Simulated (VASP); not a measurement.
# LiF in VASP: settings compared, part 2 of 2

VASP 6.6.1. Earlier steps stand in the parts before.

## 3. Single point, PBE (epitaxial xy strain -0.7%)

Contents of INCAR:

```
SYSTEM = LiF
PREC     = Accurate       ! precision mode
ENCUT    = 520            ! plane-wave cutoff, eV
EDIFF    = 1E-6           ! SCF threshold, eV
ISMEAR   = -1             ! smearing method
SIGMA    = 0.02           ! smearing width, eV
LREAL    = .FALSE.        ! projectors in reciprocal space
LASPH    = .TRUE.         ! aspherical terms in the spheres
NELM     = 80             ! most SCF steps
ALGO     = Normal         ! electronic algorithm
ISIF     = 2              ! what is computed and relaxed
LWAVE    = .FALSE.        ! write WAVECAR
LCHARG   = .TRUE.         ! write CHGCAR
GGA      = PE             ! functional
LELF     = .TRUE.         ! ELF
LVHAR    = .TRUE.       
NBANDS   = 12             ! bands
```

Contents of KPOINTS:

```
Automatic mesh
0
G
  10 10 10
  0 0 0
```

Contents of POSCAR:

```
LiF
1.0
    0.0000000000      2.1306705813      2.1659896067
    2.1306705813      0.0000000000      2.1659896067
    2.1306705813      2.1306705813      0.0000000000
Li F
1 1
Direct
    0.0000000000      0.0000000000      0.0000000000
    0.2500000000      0.2500000000      0.2500000000
```

Potentials or basis: VASP PAW PBE potentials, release 64 (Li_sv, F).

Started as:

```sh
cat potpaw_PBE.64/Li_sv/POTCAR potpaw_PBE.64/F/POTCAR > POTCAR
mpirun -np 1 vasp_std > vasp.out
```

OUTCAR:

```text
SYSTEM = LiF
   PREC = Accurate
   ENCUT = 520
   EDIFF = 1E-6
   ISMEAR = -1
   LREAL = .FALSE.
   LASPH = .TRUE.
   NELM = 80
   ISIF = 2
   GGA = PE

 ion  position               nearest neighbor table
   1  0.000  0.000  0.000-   2 1.86   2 1.86   2 1.86   2 1.86
   2  0.250  0.250  0.250-   1 1.86   1 1.86   1 1.86   1 1.86

  LATTYP: Found a body centered tetragonal cell.
 ALAT       =     3.0132232330
 C/A-ratio  =     1.4376562499

  Lattice vectors:
[... 537 lines left out ...]
      4      -3.1338      2.00000
      5      -3.1044      2.00000
      6       7.9975      0.00000
      7      14.0781      0.00000
      8      16.9963      0.00000
      9      17.0276      0.00000
     10      18.7893      0.00000
     11      25.8291      0.00000
     12      29.5242      0.00000

 [... further k-points ...]
[... 5 lines left out ...]
  --------------------------------------------------------------------------------------
  -------------------------------------------------------------------------------------
  Total        0.3842846      0.3842846      0.3486094      0.0000000      0.0000000      0.0000000
  in kB       31.3072259     31.3072259     28.4008096      0.0000000      0.0000000      0.0000000
  external PRESSURE =      30.3384205 kB  Pullay stress =       0.0000000 kB

 VOLUME and BASIS-vectors are now :
 -----------------------------------------------------------------------------
  energy-cutoff  :      520.00
  volume of cell :       19.67
      direct lattice vectors                 reciprocal lattice vectors
     0.000000000  2.130670581  2.165989607    -0.234667904  0.234667904  0.230841366
     2.130670581  0.000000000  2.165989607     0.234667904 -0.234667904  0.230841366
     2.130670581  2.130670581  0.000000000     0.234667904  0.234667904 -0.230841366

 POSITION                                       TOTAL-FORCE (eV/Angst)
 -----------------------------------------------------------------------------------
      0.00000      0.00000      0.00000         0.000000      0.000000      0.000000
      1.06534      1.06534      1.08299        -0.000000     -0.000000     -0.000000
 -----------------------------------------------------------------------------------
    total drift:                                0.000000      0.000000     -0.000000

  FREE ENERGIE OF THE ION-ELECTRON SYSTEM (eV)
  ---------------------------------------------------
  free  energy   TOTEN  =        -9.6161261989 eV

  energy  without entropy=       -9.6161261989  energy(sigma->0) =       -9.61612620
```

Run time: 8.8 s. Hardware: 1 thread of Intel Xeon 6975P-C (Granite Rapids), shared host; peak memory 0.14 GiB.

Results:

```yaml
Free_energy: -9.6161 eV
Band_gap_on_the_k_mesh: 7.93 eV, direct
```

Levels at points of the mesh, in eV from the valence-band top:
```csv
k point,band 1,band 2,band 3,band 4,band 5,band 6,band 7,band 8,band 9,band 10
"(0.00, 0.00, 0.00)",-40.34,-19.36,-0.03,0.00,0.00,7.93,19.51,19.51,19.52,27.90
"(0.50, 0.00, 0.00)",-40.30,-19.17,-2.02,-0.30,-0.24,11.97,15.00,19.02,19.28,26.31
"(0.50, 0.50, 0.00)",-40.29,-19.13,-1.44,-0.78,-0.78,10.59,15.91,19.66,19.66,21.71
"(0.50, 0.00, 0.50)",-40.29,-19.11,-1.41,-0.85,-0.83,10.61,16.04,19.38,19.62,21.71
```

Caveat: the cell differs from its parent crystal (epitaxial xy strain -0.7%); the cutoff is under 1.25 times the usual one of these potentials, so pressure, stress and relaxed cells hold a basis-set (Pulay) error. A k mesh can miss the band edges.

## 4. Single point, PBE (strain along [111] +5.4%)

Contents of INCAR:

```
PREC = Accurate ; ENCUT = 520
EDIFF = 1E-6 ; ISMEAR = -1
SIGMA = 0.02 ; LREAL = False
LASPH = True ; NELM = 60
ALGO = Normal ; ISIF = 2
LWAVE = False ; LCHARG = False
GGA = PE ; NBANDS = 12
```

Contents of KPOINTS:

```
regular mesh
0
Gamma
  10 10 10
```

Contents of POSCAR:

```
LiF
1.0
    0.0769200317      2.2215305816      2.2215305816
    2.2215305816      0.0769200317      2.2215305816
    2.2215305816      2.2215305816      0.0769200317
Li F
1 1
Direct
    0.0025563095      0.0025563095      0.0025563095
    0.2474436905      0.2474436905      0.2474436905
```

Started as:

```sh
cat potpaw_PBE.64/Li_sv/POTCAR potpaw_PBE.64/F/POTCAR > POTCAR
mpirun -np 1 vasp_std > vasp.out
```

Run time: 9.6 s. Hardware: 1 thread of Intel Xeon 6975P-C (Granite Rapids), shared host; peak memory 0.14 GiB.

Results (log left out):

```yaml
Free_energy: -9.6197 eV
Largest_force: 0.009 eV/Å
Band_gap_on_the_k_mesh: 7.56 eV, direct
```

Forces on the atoms (eV/Å):
```
Li   0.005  0.005  0.005
F   -0.005 -0.005 -0.005
```

Levels at points of the mesh, in eV from the valence-band top:
| k point | band 1 | band 2 | band 3 | band 4 | band 5 | band 6 | band 7 | band 8 | band 9 | band 10 |
| --- | --- | --- | --- | --- | --- | --- | --- | --- | --- | --- |
| (0.00, 0.00, 0.00) | -40.57 | -19.33 | -0.18 | 0.00 | 0.00 | 7.56 | 18.27 | 19.35 | 19.35 | 26.73 |
| (0.50, 0.00, 0.00) | -40.54 | -19.14 | -1.94 | -0.39 | -0.28 | 11.62 | 14.47 | 18.32 | 18.63 | 24.99 |
| (0.50, 0.50, 0.00) | -40.53 | -19.10 | -1.40 | -0.90 | -0.70 | 10.36 | 15.50 | 18.60 | 19.18 | 20.84 |
| (0.50, 0.50, 0.50) | -40.54 | -19.20 | -1.92 | -0.20 | -0.20 | 11.33 | 14.19 | 19.17 | 19.17 | 25.82 |

Caveat: the cell differs from its parent crystal (strain along [111] +5.4%); the cutoff is under 1.25 times the usual one of these potentials, so pressure, stress and relaxed cells hold a basis-set (Pulay) error.

## 5. Single point, r2SCAN (biaxial xy strain -0.9%)

Contents of POSCAR:

```
LiF
1.0
    0.0000000000      2.1259524380      2.1446105498
    2.1259524380      0.0000000000      2.1446105498
    2.1259524380      2.1259524380      0.0000000000
Li F
1 1
Direct
    0.0000000000      0.0000000000      0.0000000000
    0.2500000000      0.2500000000      0.2500000000
```

Contents of INCAR.step1:

```
SYSTEM = LiF
PREC = Accurate
ENCUT = 520
ISMEAR = 0
SIGMA = 0.01
LREAL = .FALSE.
LASPH = .TRUE.
NELM = 100
NBANDS = 12
GGA = PE
ALGO = Normal
EDIFF = 1E-4
LWAVE = .TRUE.
LCHARG = .FALSE.
```

Contents of INCAR.step2:

```
SYSTEM = LiF
PREC = Accurate
ENCUT = 520
EDIFF = 1E-6
ISMEAR = 0
SIGMA = 0.01
LREAL = .FALSE.
LASPH = .TRUE.
NELM = 100
ALGO = Normal
ISIF = 2
LWAVE = .FALSE.
LCHARG = .FALSE.
METAGGA = R2SCAN
LMIXTAU = .TRUE.
NBANDS = 12
ISTART = 1
```

Contents of KPOINTS:

```
regular mesh
0
G
  10 10 10
  0 0 0
```

Started as:

```sh
cat potpaw_PBE.64/Li_sv/POTCAR potpaw_PBE.64/F/POTCAR > POTCAR
cp INCAR.step1 INCAR
mpirun -np 1 vasp_std > vasp.out
cp INCAR.step2 INCAR
mpirun -np 1 vasp_std > vasp.out
```

It took 35 s on 1 thread of Intel Xeon 6975P-C (Granite Rapids), shared host; peak memory 0.14 GiB.

Results (log left out):

```yaml
Free_energy: -11.8043 eV
Band_gap_on_the_k_mesh: 8.85 eV, direct
```

Levels at points of the mesh, in eV from the valence-band top:
```tsv
k point	band 2	band 3	band 4	band 5	band 6	band 7	band 8	band 9
(0.00, 0.00, 0.00)	-20.49	-0.02	0.00	0.00	8.85	21.21	21.21	21.22
(0.50, 0.00, 0.00)	-20.32	-2.02	-0.29	-0.25	12.98	16.21	20.56	20.71
(0.50, 0.50, 0.00)	-20.27	-1.42	-0.81	-0.81	11.41	17.09	21.25	21.25
(0.50, 0.00, 0.50)	-20.26	-1.41	-0.84	-0.83	11.41	17.15	21.08	21.23
```

Caveat: the cell differs from its parent crystal (biaxial xy strain -0.9%); the cutoff is under 1.25 times the usual one of these potentials, so pressure, stress and relaxed cells hold a basis-set (Pulay) error; the PAW data sets were made with another functional, which shifts forces and pressure a little.

## 6. Overview

| level | cell | smearing | gap on the mesh (eV) |
| --- | --- | --- | --- |
| PBE | a = 3.020, b = 3.020, c = 3.007 Å, angles 60.1, 60.1, 59.7°, 2 atoms | fermi-dirac 0.02 eV | 8.01 |
| PBE | a = 3.038, b = 3.038, c = 3.013 Å, angles 60.3, 60.3, 59.5°, 2 atoms | fermi-dirac 0.02 eV | 7.93 |
| PBE | a = 3.143 Å, angles 57.7°, 2 atoms | fermi-dirac 0.02 eV | 7.56 |
| r2SCAN | a = 3.020, b = 3.020, c = 3.007 Å, angles 60.1, 60.1, 59.7°, 2 atoms | gaussian 0.01 eV | 8.85 |

Alike in all rows: task single point; potentials or basis VASP PAW PBE potentials, release 64 (Li_sv, F); no spin polarisation; k mesh 10 × 10 × 10; cutoff (eV) 520.

Caveats: the cutoff is under 1.25 times the usual one of these potentials, so pressure, stress and relaxed cells hold a basis-set (Pulay) error; the PAW data sets were made with another functional, which shifts forces and pressure a little (some runs).

Absolute energies hang on the potentials; compare differences alone.
